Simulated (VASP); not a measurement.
# SbSe2 (P-3m1) in VASP: a series of runs

The runs below take SbSe2 through single point, relaxation of cell and atoms, with PBE.

Everything below comes from runs of VASP 6.6.1. Logs are shortened: lines on timing, memory, paths and dates and some standing lists are left out, and cuts for length are marked.

**1. The cell of the first run**

Symmetry: P-3m1, No. 164, trigonal system. Conventional cell: a = 3.742 Å, b = 3.742 Å, c = 6.823 Å, α = 90.00°, β = 90.00°, γ = 120.00°. Sb (site symmetry -3m) has 6 Se at 2.73 Å within 3.6 Å. Se (site symmetry 3m) has 3 Sb at 2.73 Å within 3.6 Å.

**2. Single point, PBE**

INCAR

```
SYSTEM = SbSe2
ALGO     = Normal         ! electronic algorithm
EDIFF    = 1E-6           ! SCF threshold, eV
ENCUT    = 520            ! plane-wave cutoff, eV
GGA      = PE             ! functional
ISIF     = 2              ! what is computed and relaxed
ISMEAR   = 0              ! smearing method
LASPH    = .True.         ! aspherical terms in the spheres
LCHARG   = .True.         ! write CHGCAR
LELF     = .True.         ! ELF
LREAL    = .False.        ! projectors in reciprocal space
LVHAR    = .True.       
LWAVE    = .False.        ! write WAVECAR
NBANDS   = 16             ! bands
NELM     = 80             ! most SCF steps
PREC     = Accurate       ! precision mode
SIGMA    = 0.1            ! smearing width, eV
```

KPOINTS

```
k-points
0
Gamma
  6 6 4
  0 0 0
```

POSCAR

```
SbSe2
1.0
    3.7422370200      0.0000000000      0.0000000000
   -1.8711185100      3.2408723300      0.0000000000
    0.0000000000      0.0000000000      6.8232374400
Sb Se
1 2
Direct
    0.0000000000      0.0000000000      0.0000000000
    0.6666666700      0.3333333300      0.7542821200
    0.3333333300      0.6666666700      0.2457178800
```

Potentials or basis: VASP PAW PBE potentials, release 64 (Sb, Se).

Command:

```sh
$ cat potpaw_PBE.64/Sb/POTCAR potpaw_PBE.64/Se/POTCAR > POTCAR
$ mpirun -np 1 vasp_std > vasp.out
```

OUTCAR:

```text
SYSTEM = SbSe2
   EDIFF = 1E-6
   ENCUT = 520
   GGA = PE
   ISIF = 2
   ISMEAR = 0
   LASPH = .True.
   LREAL = .False.
   NELM = 80
   PREC = Accurate

 ion  position               nearest neighbor table
   1  0.000  0.000  0.000-   2 2.73   3 2.73   2 2.73   3 2.73   2 2.73   3 2.73
   2  0.667  0.333  0.754-   1 2.73   1 2.73   1 2.73
   3  0.333  0.667  0.246-   1 2.73   1 2.73   1 2.73

  LATTYP: Found a hexagonal cell.
 ALAT       =     3.7422370200
 C/A-ratio  =     1.8233044576

  Lattice vectors:

 A1 = (   3.7422370200,   0.0000000000,   0.0000000000)
 A2 = (  -1.8711185100,   3.2408723300,   0.0000000000)
 A3 = (   0.0000000000,   0.0000000000,   6.8232374400)

Analysis of symmetry for initial positions (statically):
=====================================================================
 Subroutine PRICEL returns:
 Original cell was already a primitive cell.

 Routine SETGRP: Setting up the symmetry group for a
 hexagonal supercell.

 Subroutine GETGRP returns: Found 12 space group operations
 (whereof 12 operations were pure point group operations)
 out of a pool of 24 trial point group operations.

The static configuration has the point symmetry D_3d.

Analysis of symmetry for dynamics (positions and initial velocities):
=====================================================================
 Subroutine PRICEL returns:
 Original cell was already a primitive cell.

 Routine SETGRP: Setting up the symmetry group for a
 hexagonal supercell.

 Subroutine GETGRP returns: Found 12 space group operations
 (whereof 12 operations were pure point group operations)
 out of a pool of 24 trial point group operations.

The dynamic configuration has the point symmetry D_3d.

 Subroutine INISYM returns: Found 12 space group operations
 (whereof 12 operations are pure point group operations),
 and found     1 'primitive' translations

----------------------------------------------------------------------------------------

                                     Primitive cell

  volume of cell :      82.7530

  direct lattice vectors                    reciprocal lattice vectors
     3.742237020  0.000000000  0.000000000     0.267219846  0.154279450  0.000000000
    -1.871118510  3.240872330  0.000000000     0.000000000  0.308558900  0.000000000
     0.000000000  0.000000000  6.823237440     0.000000000  0.000000000  0.146557995

  length of vectors
     3.742237020  3.742237023  6.823237440     0.308558900  0.308558900  0.146557995

  position of ions in fractional coordinates (direct lattice)
     0.000000000  0.000000000  0.000000000
     0.666666670  0.333333330  0.754282120
     0.333333330  0.666666670  0.245717880

  ion indices of the primitive-cell ions
   primitive index   ion index
                 1           1
                 2           2
                 3           3

----------------------------------------------------------------------------------------

 KPOINTS: k-points

Automatic generation of k-mesh.
 Grid dimensions read from file:
 generate k-points for:    6    6    4

 Generating k-lattice:

  Cartesian coordinates                     Fractional coordinates (reciprocal lattice)
     0.044536641  0.025713242  0.000000000     0.166666667 -0.000000000  0.000000000
     0.000000000  0.051426483  0.000000000     0.000000000  0.166666667  0.000000000
     0.000000000  0.000000000  0.036639499     0.000000000  0.000000000  0.250000000

  Length of vectors
     0.051426483  0.051426483  0.036639499

  Shift w.r.t. Gamma in fractional coordinates (k-lattice)
     0.000000000  0.000000000  0.000000000

 Subroutine IBZKPT returns following result:
 ===========================================

 Found     24 irreducible k-points:

 Following reciprocal coordinates:
            Coordinates               Weight
  0.000000  0.000000  0.000000      1.000000
  0.166667  0.000000  0.000000      6.000000
  0.333333 -0.000000  0.000000      6.000000
  0.500000  0.000000  0.000000      3.000000
  0.166667  0.166667  0.000000      6.000000
  0.333333  0.166667  0.000000     12.000000
[... 16 lines left out ...]
  0.333333  0.166667  0.500000     12.000000
  0.333333  0.333333  0.500000      2.000000
   k-points           NKPTS =     24   k-points in BZ     NKDIM =     24   number of bands    NBANDS=     16
   number of dos      NEDOS =    301   number of ions     NIONS =      3
   total plane-waves  NPLWV =  42336
   dimension x,y,z NGX =    28 NGY =   28 NGZ =   54
   dimension x,y,z NGXF=    56 NGYF=   56 NGZF=  108
   ions per type =               1   2
   NGX,Y,Z   is equivalent  to a cutoff of  12.44, 12.44, 13.16 a.u.
   NGXF,Y,Z  is equivalent  to a cutoff of  24.88, 24.88, 26.31 a.u.
 SYSTEM =  SbSe2
   PREC   = accura    normal or accurate (medium, high low for compatibility)
   ISTART =      0    job   : 0-new  1-cont  2-samecut
   ICHARG =      2    charge: 1-file 2-atom 10-const
   ISPIN  =      1    spin polarized calculation?
   LNONCOLLINEAR =      F non collinear calculations
   LSORBIT =      F    spin-orbit coupling
   LASPH  =      T    aspherical Exc in radial PAW
   ENCUT  =  520.0 eV  38.22 Ry    6.18 a.u.   6.96  6.96 12.69*2*pi/ulx,y,z
   NELM   =     80;   NELMIN=  2; NELMDL= -5     # of ELM steps
   EDIFF  = 0.1E-05   stopping-criterion for ELM
   LREAL  =      F    real-space projection
   EDIFFG = 0.1E-04   stopping-criterion for IOM
   NSW    =      0    number of steps for IOM
   IBRION =     -1    ionic relax: 0-MD 1-quasi-New 2-CG
   NFREE  =      0    steps in history (QN), initial steepest desc. (CG)
   ISIF   =      2    stress and relaxation
   ISYM   =      2    0-nonsym 1-usesym 2-fastsym
   POTIM  = 0.5000    time-step for ionic-motion
   TEBEG  =    0.0;   TEEND  =   0.0 temperature during run
   PSTRESS=    0.0 pullay stress
   NELECT =      17.0000    total number of electrons
   NUPDOWN=      -1.0000    fix difference up-down
   EMIN   =  10.00;   EMAX   =-10.00  energy-range for DOS
   EFERMI =   0.00;   METHOD = LEGACY
   ISMEAR =     0;   SIGMA  =   0.10  broadening in eV -4-tet -1-fermi 0-gaus
   EFERMI_NEDOS =   21; number of points for ismear=-14 and -15
   IALGO  =     38    algorithm
   IMIX   =      4    mixing-type and parameters
     AMIX     =   0.40;   BMIX     =  1.00
     AMIX_MAG =   1.60;   BMIX_MAG =  1.00
  volume/ion in A,a.u.               =      27.58       186.15
  Fermi-wavevector in a.u.,A,eV,Ry     =   0.965969  1.825417 12.695546  0.933096
  Thomas-Fermi vector in A             =   2.095731
   LORBIT       =      0    0 simple, 1 ext, 2 COOP (PROOUT), +10 PAW based schemes
   GGA     = PE    functional components
   LHFCALC =     F    Hartree Fock is set to
   AEXX    =    0.0000 exact exchange contribution
   IVDW    =     0    specifies the selected vdW correction
   LEPSILON=     F    determine dielectric tensor
   LRPA    =     F    only Hartree local field effects (RPA)
 non-spin polarized calculation
 Gauss-broadening in eV      SIGMA  =   0.10
  energy-cutoff  :      520.00
  volume of cell :       82.75
 maximum number of plane-waves:      2244
   NGX = 13   NGY = 13   NGZ = 25

 number of electron      16.9999998 magnetization

 Free energy of the ion-electron system (eV)
  ---------------------------------------------------
  ext. energy  EPLUGINS =         0.00000000
  ---------------------------------------------------
  free energy    TOTEN  =       -11.50695312 eV

  energy without entropy =      -11.49169220  energy(sigma->0) =      -11.49932266

 E-fermi :   4.2438     XC(G=0):  -9.0609

 val. band max:        4.2286100811   @ k =   0.3333   0.1667   0.5000
 cond. band min:       4.2927386027   @ k =   0.3333   0.1667   0.2500
 fundamental gap:      0.0641285216
 Fermi energy:         4.2438096486

 k-point     1 :       0.0000    0.0000    0.0000
  band No.  band energies     occupation
      1     -10.6551      2.00000
      2      -8.9107      2.00000
      3      -3.8969      2.00000
      4       2.3155      2.00000
      5       2.8523      2.00000
      6       2.8523      2.00000
[... 8 lines left out ...]
     15      11.9662      0.00000
     16      12.1128      0.00000

 k-point     2 :       0.1667    0.0000    0.0000
  band No.  band energies     occupation
      1     -10.3472      2.00000
      2      -8.7283      2.00000
      3      -3.9435      2.00000
      4       0.7641      2.00000
      5       1.7161      2.00000
      6       2.0925      2.00000
[... 8 lines left out ...]
     15      12.3693      0.00000
     16      12.4239      0.00000

 k-point     3 :       0.3333   -0.0000    0.0000
  band No.  band energies     occupation
      1      -9.5081      2.00000
      2      -8.3718      2.00000
      3      -4.5031      2.00000
      4      -0.8928      2.00000
      5       0.4113      2.00000
      6       1.2330      2.00000
[... 8 lines left out ...]
     15      12.9568      0.00000
     16      14.1581      0.00000

 k-point     4 :       0.5000    0.0000    0.0000
  band No.  band energies     occupation
      1      -8.6615      2.00000
      2      -8.4437      2.00000
      3      -5.1255      2.00000
      4      -1.4505      2.00000
      5       0.2372      2.00000
      6       0.9090      2.00000
[... 8 lines left out ...]
     15      12.9912      0.00000
     16      14.4086      0.00000
[... 324 lines left out ...]
 k-point    22 :       0.1667    0.1667    0.5000
  band No.  band energies     occupation
      1      -9.7079      2.00000
      2      -8.5623      2.00000
      3      -4.1614      2.00000
      4      -0.0603      2.00000
      5       0.2943      2.00000
      6       1.2364      2.00000
[... 8 lines left out ...]
     15      12.3385      0.00000
     16      12.4552      0.00000

 k-point    23 :       0.3333    0.1667    0.5000
  band No.  band energies     occupation
      1      -8.8006      2.00000
      2      -8.2993      2.00000
      3      -5.0675      2.00000
      4      -1.2317      2.00000
      5      -0.0855      2.00000
      6       0.4599      2.00000
[... 8 lines left out ...]
     15      12.9932      0.00000
     16      13.5828      0.00000

 k-point    24 :       0.3333    0.3333    0.5000
  band No.  band energies     occupation
      1      -8.2906      2.00000
      2      -8.2906      2.00000
      3      -5.4287      2.00000
      4      -0.8149      2.00000
      5      -0.8149      2.00000
      6      -0.5104      2.00000
[... 8 lines left out ...]
     15      12.4018      0.00000
     16      12.4384      0.00000

------------------------ aborting loop because EDIFF is reached ----------------------------------------

  FORCE on cell =-STRESS in cart. coord.  units (eV):
  Direction    XX          YY          ZZ          XY          YZ          ZX
  --------------------------------------------------------------------------------------
  -------------------------------------------------------------------------------------
  Total        2.8218506      2.8218506      1.5263927      0.0000000      0.0000000     -0.0000000
  in kB       54.6337355     54.6337356     29.5524281      0.0000000      0.0000000     -0.0000000
  external PRESSURE =      46.2732997 kB  Pullay stress =       0.0000000 kB

 VOLUME and BASIS-vectors are now :
 -----------------------------------------------------------------------------
  energy-cutoff  :      520.00
  volume of cell :       82.75
      direct lattice vectors                 reciprocal lattice vectors
     3.742237020  0.000000000  0.000000000     0.267219846  0.154279450  0.000000000
    -1.871118510  3.240872330  0.000000000     0.000000000  0.308558900  0.000000000
     0.000000000  0.000000000  6.823237440     0.000000000  0.000000000  0.146557995

 POSITION                                       TOTAL-FORCE (eV/Angst)
 -----------------------------------------------------------------------------------
      0.00000      0.00000      0.00000        -0.000000      0.000000      0.000000
      1.87112      1.08029      5.14665         0.000000     -0.000000     -0.442914
     -0.00000      2.16058      1.67659        -0.000000      0.000000      0.442914
 -----------------------------------------------------------------------------------
    total drift:                               -0.000000     -0.000000     -0.000000

  FREE ENERGIE OF THE ION-ELECTRON SYSTEM (eV)
  ---------------------------------------------------
  free  energy   TOTEN  =       -11.5069531151 eV

  energy  without entropy=      -11.4916921958  energy(sigma->0) =      -11.49932266
```

Wall time 25 s (1 thread of Intel Xeon Platinum 8488C (Sapphire Rapids), shared host); peak memory 0.2 GiB.

Results:

```
Free energy   : -11.5070 eV
Pressure      : 4.6 GPa
Largest force : 0.443 eV/Å
```

Forces on the atoms (eV/Å):
```
Sb   0.000  0.000  0.000
Se   0.000  0.000 -0.443
Se   0.000  0.000  0.443
```

Levels at points of the mesh, in eV from the Fermi level:
| k point | band 6 | band 7 | band 8 | band 9 | band 10 | band 11 | band 12 | band 13 |
| --- | --- | --- | --- | --- | --- | --- | --- | --- |
| (0.00, 0.00, 0.00) | -1.39 | -0.81 | -0.81 | -0.43 | 1.96 | 2.79 | 2.79 | 5.97 |
| (0.50, 0.00, 0.00) | -3.33 | -2.26 | -1.12 | -0.55 | 2.30 | 3.54 | 4.16 | 4.21 |
| (0.00, 0.00, 0.50) | -1.42 | -0.75 | -0.75 | 0.79 | 1.71 | 2.68 | 2.68 | 6.65 |
| (0.50, 0.00, 0.50) | -3.27 | -1.80 | -1.29 | -1.14 | 2.66 | 2.97 | 3.91 | 4.25 |

Caveat: spin-orbit coupling is left out, which moves the levels of the heavy elements; this functional lacks dispersion, which binds the layers, so the pressure and a relaxed spacing across them are unreliable.

(Continued in part 2 of 2.)
